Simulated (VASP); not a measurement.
A run of VASP 6.6.1 is set up as follows.

Contents of INCAR:

```
SYSTEM = ZnS
PREC     = Accurate       ! precision mode
ENCUT    = 600            ! plane-wave cutoff, eV
EDIFF    = 1E-7           ! SCF threshold, eV
ISMEAR   = -1             ! smearing method
SIGMA    = 0.02           ! smearing width, eV
LREAL    = .FALSE.        ! projectors in reciprocal space
LASPH    = .TRUE.         ! aspherical terms in the spheres
NELM     = 100            ! most SCF steps
ALGO     = Normal         ! electronic algorithm
ISIF     = 3              ! what is computed and relaxed
LWAVE    = .FALSE.        ! write WAVECAR
LCHARG   = .FALSE.        ! write CHGCAR
IBRION   = 2              ! ionic algorithm
NSW      = 80             ! ionic steps
EDIFFG   = -0.005         ! ionic threshold
```

KPOINTS

```
regular mesh
0
G
  8 8 8
  0 0 0
```

The input POSCAR:

```
ZnS
1.0
    0.0000000000      2.7217598590      2.7217598590
    2.7217598590      0.0000000000      2.7217598590
    2.7217598590      2.7217598590      0.0000000000
Zn S
1 1
Direct
    0.0000000000      0.0000000000      0.0000000000
    0.2500000000      0.2500000000      0.2500000000
```

Potentials or basis: VASP PAW LDA potentials, release 64 (Zn, S).

Run with:

```console
$ cat potpaw_LDA.64/Zn/POTCAR potpaw_LDA.64/S/POTCAR > POTCAR
$ mpirun -np 1 vasp_std > vasp.out
```

**Question.** Estimate the space group after relaxing (to 0.05 Å).

**Answer.** F-43m (No. 216).

**Question.** Estimate the band gap on the k mesh.

**Answer.** 2.15 eV, direct.

**Question.** Predict the relaxed volume.

**Answer.** 18.63 Å³/atom.

**Question.** Estimate the relaxed cell.

**Answer.** a = 3.749 Å, b = 3.749 Å, c = 3.749 Å, α = 60.00°, β = 60.00°, γ = 60.00°.

Final structure:
```cif
data_structure
_symmetry_space_group_name_H-M 'P 1'
_symmetry_Int_Tables_number 1
_cell_length_a 3.7489
_cell_length_b 3.7489
_cell_length_c 3.7489
_cell_angle_alpha 60.000
_cell_angle_beta 60.000
_cell_angle_gamma 60.000
_cell_volume 37.26
loop_
_atom_site_label
_atom_site_type_symbol
_atom_site_fract_x
_atom_site_fract_y
_atom_site_fract_z
_atom_site_occupancy
Zn1 Zn 0.00000 0.00000 0.00000 1
S1 S 0.25000 0.25000 0.25000 1
```
